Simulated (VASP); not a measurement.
CdS:

```
CELL_PARAMETERS angstrom
4.26117 0.00000 0.00000
-2.13058 3.69028 0.00000
0.00000 0.00000 5.80417
ATOMIC_POSITIONS crystal
Cd 0.00000 0.00000 0.44269
S 0.66667 0.33333 0.43431
```

```yaml
Program: VASP 6.6.1
Task: relaxation of cell and atoms
Functional: revPBE
Potentials_or_basis: VASP PAW PBE potentials, release 64 (Cd, S)
Cutoff: 600 eV
k_mesh: 7 × 7 × 5
Occupations: fermi-dirac, width 0.05 eV
Spin: no spin polarisation
```

At the start: pressure 0.6 GPa; volume 45.64 Å³/atom.

Problem. How do energy, volume and symmetry change on relaxing?

Solution. Over 14 steps the energy falls by 2.9 meV/atom and the volume is 51.43 Å³/atom (+12.7 %); space group P3m1 (No. 156, to 0.05 Å).

Step by step:
```
step  energy change (eV)  largest force (eV/Å)  pressure (GPa)  volume (Å³)
   1              0.0000                0.0033            0.63        91.27
   2             -0.0021                0.0055           -0.37        93.67
   3             -0.0039                0.0021            0.02        92.68
   4             -0.0039                0.0022            0.01        92.71
   5             -0.0039                0.0022            0.01        92.79
   6             -0.0040                0.0022            0.00        93.02
   7             -0.0041                0.0024            0.01        93.49
   8             -0.0044                0.0025            0.00        94.42
   9             -0.0050                0.0026           -0.01        96.28
  10             -0.0055                0.0032           -0.02       100.01
  11             -0.0054                0.0025           -0.06       107.48
  12             -0.0057                0.0029           -0.04       102.91
  13             -0.0037                0.0003            0.40       102.47
  14             -0.0057                0.0026            0.00       102.87
```

Final structure:
```
Cd S
1.0
     4.29397    0.00000    0.00000
    -2.14698    3.71868    0.00000
     0.00000    0.00000    6.44220
Cd S
1 1
Direct
  0.00000 0.00000 0.44057
  0.66667 0.33333 0.43643
```

Caveat: the PAW data sets were made with another functional, which shifts forces and pressure a little.
